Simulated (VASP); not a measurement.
# Al (Im-3m) in VASP: a series of runs, part 2 of 2

VASP 6.6.1. Earlier steps stand in the parts before.

## Step 4: Single point, PBEsol (volume scaled by 0.43)

The input, INCAR:

```
PREC = Accurate
ENCUT = 520
EDIFF = 1E-6
ISMEAR = -1
SIGMA = 0.05
LREAL = F
LASPH = T
NELM = 100
ALGO = Normal
ISIF = 2
LWAVE = F
LCHARG = F
GGA = PS
NBANDS = 8
```

The input, KPOINTS:

```
Automatic mesh
0
Gamma
  17 17 17
```

The input, POSCAR:

```
Al
1.0
   -1.2115459630      1.2115459630      1.2115459630
    1.2115459630     -1.2115459630      1.2115459630
    1.2115459630      1.2115459630     -1.2115459630
Al
1
Direct
    0.0000000000      0.0000000000      0.0000000000
```

Potentials or basis: VASP PAW PBE potentials, release 64 (Al).

The run is started by

```bash
$ cat potpaw_PBE.64/Al/POTCAR > POTCAR
$ mpirun -np 1 vasp_std > vasp.out
```

OUTCAR:

```text
PREC = Accurate
   ENCUT = 520
   EDIFF = 1E-6
   ISMEAR = -1
   LREAL = F
   LASPH = T
   NELM = 100
   ISIF = 2
   GGA = PS

 ion  position               nearest neighbor table
   1  0.000  0.000  0.000-

  LATTYP: Found a body centered cubic cell.
 ALAT       =     2.4230919260

  Lattice vectors:

 A1 = (  -1.2115459630,   1.2115459630,   1.2115459630)
 A2 = (   1.2115459630,  -1.2115459630,   1.2115459630)
 A3 = (   1.2115459630,   1.2115459630,  -1.2115459630)

Analysis of symmetry for initial positions (statically):
=====================================================================
 Subroutine PRICEL returns:
 Original cell was already a primitive cell.

 Routine SETGRP: Setting up the symmetry group for a
 body centered cubic supercell.

 Subroutine GETGRP returns: Found 48 space group operations
 (whereof 48 operations were pure point group operations)
 out of a pool of 48 trial point group operations.

The static configuration has the point symmetry O_h .

Analysis of symmetry for dynamics (positions and initial velocities):
=====================================================================
 Subroutine PRICEL returns:
 Original cell was already a primitive cell.

 Routine SETGRP: Setting up the symmetry group for a
 body centered cubic supercell.

 Subroutine GETGRP returns: Found 48 space group operations
 (whereof 48 operations were pure point group operations)
 out of a pool of 48 trial point group operations.

The dynamic configuration has the point symmetry O_h .

 Subroutine INISYM returns: Found 48 space group operations
 (whereof 48 operations are pure point group operations),
 and found     1 'primitive' translations

----------------------------------------------------------------------------------------

                                     Primitive cell

  volume of cell :       7.1134

[... 101 lines left out ...]
   ISMEAR =    -1;   SIGMA  =   0.05  broadening in eV -4-tet -1-fermi 0-gaus
   EFERMI_NEDOS =   21; number of points for ismear=-14 and -15
   IALGO  =     38    algorithm
   IMIX   =      4    mixing-type and parameters
     AMIX     =   0.40;   BMIX     =  1.00
     AMIX_MAG =   1.60;   BMIX_MAG =  1.00
  volume/ion in A,a.u.               =       7.11        48.00
  Fermi-wavevector in a.u.,A,eV,Ry     =   1.227690  2.319998 20.507008  1.507223
  Thomas-Fermi vector in A             =   2.362644
   LORBIT       =      0    0 simple, 1 ext, 2 COOP (PROOUT), +10 PAW based schemes
   GGA     = PS    functional components
   LHFCALC =     F    Hartree Fock is set to
   AEXX    =    0.0000 exact exchange contribution
   IVDW    =     0    specifies the selected vdW correction
   LEPSILON=     F    determine dielectric tensor
   LRPA    =     F    only Hartree local field effects (RPA)
 non-spin polarized calculation
  energy-cutoff  :      520.00
  volume of cell :        7.11
 maximum number of plane-waves:       202
   NGX =  7   NGY =  7   NGZ =  7

 number of electron       3.0000000 magnetization

 Free energy of the ion-electron system (eV)
  ---------------------------------------------------
  ext. energy  EPLUGINS =         0.00000000
  ---------------------------------------------------
  free energy    TOTEN  =         1.10653148 eV

  energy without entropy =        1.10953715  energy(sigma->0) =        1.10803432

 E-fermi :  19.9265     XC(G=0): -13.8149

 val. band max:       19.8809075785   @ k =   0.2353   0.2353   0.1765
 cond. band min:      19.9506454519   @ k =  -0.4118   0.4118   0.2353
 fundamental gap:      0.0697378734
 Fermi energy:        19.9265109344

 k-point     1 :       0.0000    0.0000    0.0000
  band No.  band energies     occupation
      1       2.1748      2.00000
      2      39.8130      0.00000
      3      39.8130      0.00000
      4      39.8130      0.00000
      5      44.7003      0.00000
      6      44.7003      0.00000
      7      47.8108      0.00000
      8      47.8108      0.00000
[... 243 lines left out ...]
 k-point    24 :       0.1765    0.1765    0.0000
  band No.  band energies     occupation
      1       6.6753      2.00000
      2      25.3633      0.00000
      3      28.3530      0.00000
      4      37.5072      0.00000
      5      40.9189      0.00000
      6      46.1196      0.00000
      7      51.0702      0.00000
      8      53.6680      0.00000

 [... further k-points ...]
[... 5 lines left out ...]
  --------------------------------------------------------------------------------------
  -------------------------------------------------------------------------------------
  Total       15.6685322     15.6685322     15.6685322      0.0000000      0.0000000      0.0000000
  in kB     3529.0614625   3529.0614625   3529.0614625      0.0000000      0.0000000      0.0000000
  external PRESSURE =    3529.0614625 kB  Pullay stress =       0.0000000 kB

 VOLUME and BASIS-vectors are now :
 -----------------------------------------------------------------------------
  energy-cutoff  :      520.00
  volume of cell :        7.11
      direct lattice vectors                 reciprocal lattice vectors
    -1.211545963  1.211545963  1.211545963     0.000000000  0.412695857  0.412695857
     1.211545963 -1.211545963  1.211545963     0.412695857  0.000000000  0.412695857
     1.211545963  1.211545963 -1.211545963     0.412695857  0.412695857  0.000000000

 POSITION                                       TOTAL-FORCE (eV/Angst)
 -----------------------------------------------------------------------------------
      0.00000      0.00000      0.00000         0.000000      0.000000     -0.000000
 -----------------------------------------------------------------------------------
    total drift:                                0.000000      0.000000      0.000000

  FREE ENERGIE OF THE ION-ELECTRON SYSTEM (eV)
  ---------------------------------------------------
  free  energy   TOTEN  =         1.1065314800 eV

  energy  without entropy=        1.1095371503  energy(sigma->0) =        1.10803432
```

stdout:

```text
POSCAR found type information on POSCAR Al
 POSCAR found :  1 types and       1 ions
 scaLAPACK will be used
 -----------------------------------------------------------------------------
|                                                                             |
|                                                                             |
|     You enforced a specific xc type in the INCAR file but a different       |
|     I HOPE YOU KNOW WHAT YOU ARE DOING!                                     |
|                                                                             |
 -----------------------------------------------------------------------------

 LDA part: xc-table for (Slater+PW92), standard interpolation
 POSCAR, INCAR and KPOINTS ok, starting setup
 FFT: planning ... GRIDC
 FFT: planning ... GRID_SOFT
 FFT: planning ... GRID
 WAVECAR not read
 entering main loop
```

Wall time 3.5 s (1 thread of Intel Xeon Platinum 8488C (Sapphire Rapids), shared host); peak memory 0.11 GiB.

What came out:

```yaml
Free_energy: 1.1065 eV
Pressure: 352.9 GPa
```

Caveat: the PAW data sets were made with another functional, which shifts forces and pressure a little.
